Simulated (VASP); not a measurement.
Wanted: the native input for a VASP 6.6.1 run.

| Quantity | Value |
| --- | --- |
| Task | relaxation of cell and atoms |
| Functional | PBE |
| Potentials or basis | VASP PAW PBE potentials, release 64 (As) |
| Cutoff | 600 eV |
| k mesh | 15 × 15 × 8 |
| Occupations | fermi-dirac, width 0.1 eV |
| Spin | no spin polarisation |
| Target pressure | -1.5 GPa |
| Dipole correction | no |
| Further INCAR settings | ALGO = Normal; EDIFF = 1e-06; IBRION = 2; EDIFFG = -0.005; NSW = 32; ISIF = 3 |

The structure of As lies in POSCAR:

```
As
1.0
    3.0023113012      0.0000000000      0.0000000000
   -1.5011556506      2.6000778569      0.0000000000
    0.0000000000      0.0000000000      5.0371048031
As
2
Direct
    0.3333333333      0.6666666667      0.2500000000
    0.6666666667      0.3333333333      0.7500000000
```

This isn't the form of As at room conditions, which is rhombohedral.

These files were run (other wordings do the same):

INCAR

```
PREC = Accurate ; ENCUT = 600
EDIFF = 1E-6 ; ISMEAR = -1
SIGMA = 0.1 ; LREAL = False
LASPH = True ; NELM = 80
ALGO = Normal ; ISIF = 3
LWAVE = False ; LCHARG = False
GGA = PE ; IBRION = 2
NSW = 32 ; EDIFFG = -0.005
PSTRESS = -15.0
```

KPOINTS

```
regular mesh
0
Gamma
  15 15 8
```

Potentials or basis: VASP PAW PBE potentials, release 64 (As).

Run with:

```bash
$ cat potpaw_PBE.64/As/POTCAR > POTCAR
$ mpirun -np 1 vasp_std > vasp.out
```

Results of the run:

```yaml
Relaxed_volume: 19.67 Å³/atom
Relaxed_cell: a = 3.003 Å, b = 3.003 Å, c = 5.039 Å, α = 90.00°, β = 90.00°, γ = 120.00°
Space_group_after_relaxing_to_0.1_Å: P6_3/mmc (No. 194)
Energy_change_on_relaxing_the_run_minimises_the_enthalpy: +0.1 meV/atom
Ionic_steps: 2
Pressure_after_relaxing: -1.5 GPa
Band_gap_on_the_k_mesh: zero (bands 5 and 6 overlap by 8.48 eV)
```

Caveat: the cell is relaxed towards a set pressure, so the run minimises the enthalpy, not the energy.

Wall time 79 s on 1 thread of Intel Xeon 8259CL (shared host), peak memory 0.2 GiB.
